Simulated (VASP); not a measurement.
# CO: single point with PBE+D3(BJ)

System: CO.

```
O C
1.0
     8.06666    0.00000    0.00000
     0.00000    7.79770    0.00000
     0.00000    0.00000    8.68815
O C
8 8
Direct
  0.17438 0.07784 0.18372
  0.12673 0.12566 0.91685
  0.75336 0.99402 0.91964
  0.01189 0.62193 0.12144
  0.72140 0.29629 0.26553
  0.70417 0.09321 0.50499
  0.69542 0.56839 0.66172
  0.22727 0.41947 0.63044
  0.27588 0.98742 0.24617
  0.12870 0.02547 0.82763
  0.61723 0.97108 0.88407
  0.04856 0.55275 0.01599
  0.64687 0.41360 0.25041
  0.67587 0.02271 0.39052
  0.72751 0.62530 0.54335
  0.14215 0.51728 0.56876
```

```yaml
Program: VASP 6.6.1
Task: single point
Functional: PBE
Dispersion: D3(BJ)
Potentials_or_basis: VASP PAW PBE potentials, release 64 (O_h, C_h)
Cutoff: 1000 eV
k_mesh: 1 × 1 × 1
Occupations: fermi-dirac, width 0.05 eV
Spin: no spin polarisation
Dipole_correction: no
Further_INCAR_settings: LREAL = Auto; ALGO = Normal; EDIFF = 1e-06; NBANDS = 54
```

| Property | Result |
| --- | --- |
| Pressure | 0.0 GPa |
| Largest force | 6.961 eV/Å |
| Dispersion energy per atom | -0.036 eV |

Forces in eV/Å, atoms in the order of the input:
```
O    4.492 -3.865  3.652
O   -0.152  3.267  2.395
O   -2.004 -0.329 -0.532
O   -1.093  2.008  3.422
O    2.550 -2.912 -0.026
O   -0.480 -1.341 -1.709
O    0.317  0.563 -1.296
O   -1.373  1.556 -1.108
C   -4.389  3.741 -2.852
C    0.079 -3.160 -3.204
C    1.937  0.321  0.568
C    1.093 -1.985 -3.433
C   -2.467  3.641 -0.612
C    0.404  0.593  2.260
C   -0.311 -0.537  1.378
C    1.397 -1.562  1.099
```

Stress tensor (GPa, compression positive):
```
-1.55  0.22 -1.27
 0.22  0.95  1.39
-1.27  1.39  0.66
```

Levels at points of the mesh, in eV from the Fermi level:
| k point | band 36 | band 37 | band 38 | band 39 | band 40 | band 41 | band 42 | band 43 | band 44 | band 45 |
| --- | --- | --- | --- | --- | --- | --- | --- | --- | --- | --- |
| (0.00, 0.00, 0.00) | -1.81 | -1.66 | -1.40 | -1.37 | -1.31 | 4.46 | 4.48 | 4.73 | 4.79 | 4.98 |

Wall time 3.2 min on 1 thread of AMD EPYC 7R13 Processor (Zen 3), with other jobs on the host, peak memory 0.96 GiB.

Caveat: the k points lie up to 0.81 Å⁻¹ apart, too coarse for converged energies, forces and pressures; the atoms stand as in a frame of molecular dynamics.
